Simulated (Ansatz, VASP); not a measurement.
## BiBO: VASP beside Ansatz

```xyz
6
Lattice="3.9973 0.0000 0.0000 0.0000 5.4388 0.0000 0.0000 0.0000 5.0069" Properties=species:S:1:pos:R:3 pbc="T T T"
B     0.0000    0.0000    3.5934
B     1.9987    2.7194    1.4134
Bi    0.0000    2.7194    4.7141
Bi    1.9987    0.0000    0.2928
O     0.0000    0.0000    2.3295
O     1.9987    2.7194    2.6774
```

Alike in both runs: functional PBE; k mesh 4 × 4 × 4; occupations gaussian, width 0.1 eV; no spin polarisation.

Ansatz relaxed the structure, and its values are those at the end. VASP's run is a single point on that final structure, the one shown.

|  | VASP | Ansatz |
| --- | --- | --- |
| version | VASP 6.6.1 | Ansatz 0.2.0 |
| potentials or method | VASP PAW PBE potentials, release 64 (B_h, Bi_d, O_h), cutoff 910 eV | scalar-relativistic, plane waves, PAW |
| valence electrons in the cell | 48 | 48 |

```csv
,VASP,Ansatz,Ansatz less VASP
gap on the k mesh at the Fermi level (eV),none,none,-
rms of the force components (eV/Å),0.027,0.013,-0.0141
```

A gap of «none» marks a metal or a gap that the smearing closes. The functional is the same, so the differences come from potentials, cutoffs and numerics.

The k mesh is coarse, so the values compare programs but aren't converged. Neither program's run includes spin-orbit coupling. Noted on VASP's run: the cutoff is short for stress, so the pressure is rough.
